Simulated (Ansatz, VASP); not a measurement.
## Two plane-wave programs on Zr2B3

```
Zr B
1.0
     3.97237    0.00000    0.00000
    -1.98619    3.44017    0.00000
     0.00000    0.00000    4.96960
Zr B
2 3
Direct
  0.66667 0.33333 0.24856
  0.33333 0.66667 0.75144
  0.66667 0.33333 0.73993
  0.33333 0.66667 0.26007
  0.00000 0.00000 0.00000
```

Change from the starting cell: species swapped into the In2Au3 type (P-3m1, No. 164).

Alike in both runs: functional PBE; k mesh 12 × 12 × 8; occupations gaussian, width 0.1 eV; no spin polarisation.

Ansatz relaxed the structure, and its values are those at the end. VASP's run is a single point on that final structure, the one shown.

|  | VASP | Ansatz |
| --- | --- | --- |
| version | VASP 6.6.1 | Ansatz 0.2.0 |
| potentials or method | VASP PAW PBE potentials, release 64 (Zr_sv, B), cutoff 520 eV | scalar-relativistic, plane waves, PAW |
| valence electrons in the cell | 33 | 33 |

VASP gave:

| Property | Result |
| --- | --- |
| gap on the k mesh at the Fermi level (eV) | none |
| pressure (GPa) | 0.1 |

Question: Which values does Ansatz return?

Answer: gap on the k mesh at the Fermi level (eV): none; pressure (GPa): 0.0.

A gap of «none» marks a metal or a gap that the smearing closes.
